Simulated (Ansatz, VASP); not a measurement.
Two plane-wave programs on Al2Cu

```
CELL_PARAMETERS angstrom
4.20670 0.00000 0.00000
0.00000 4.20670 0.00000
0.00000 0.00000 2.84639
ATOMIC_POSITIONS crystal
Al 0.50000 0.00000 0.50000
Al 0.00000 0.50000 0.50000
Cu 0.00000 0.00000 0.00000
```

Change from the starting cell: strain +0.030 along x and y, +0.000 along z, atoms carried along.

Alike in both runs: task single point; functional PBEsol; k mesh 12 × 12 × 16; occupations gaussian, width 0.15 eV; no spin polarisation.

|  | VASP | Ansatz |
| --- | --- | --- |
| version | VASP 6.6.1 | Ansatz 0.2.0 |
| potentials or method | VASP PAW PBE potentials, release 64 (Al, Cu), cutoff 520 eV | scalar-relativistic, plane waves, PAW |
| valence electrons in the cell | 17 | 25 |

Ansatz gave:

| Item | Value |
| --- | --- |
| gap on the k mesh at the Fermi level (eV) | none |
| pressure (GPa) | -4.9 |
| traceless stress, the component that is largest in VASP (GPa) | 1.22 |

Q: Estimate VASP's values.

A: gap on the k mesh at the Fermi level (eV): none; pressure (GPa): -5.0; traceless stress, the component that is largest in VASP (GPa): 1.21.

VASP's potentials were made for PBE, not for PBEsol. A gap of «none» marks a metal or a gap that the smearing closes. VASP's potentials hold 17 valence electrons a cell and Ansatz's 25, so a difference there can come from the potentials and not from the codes.
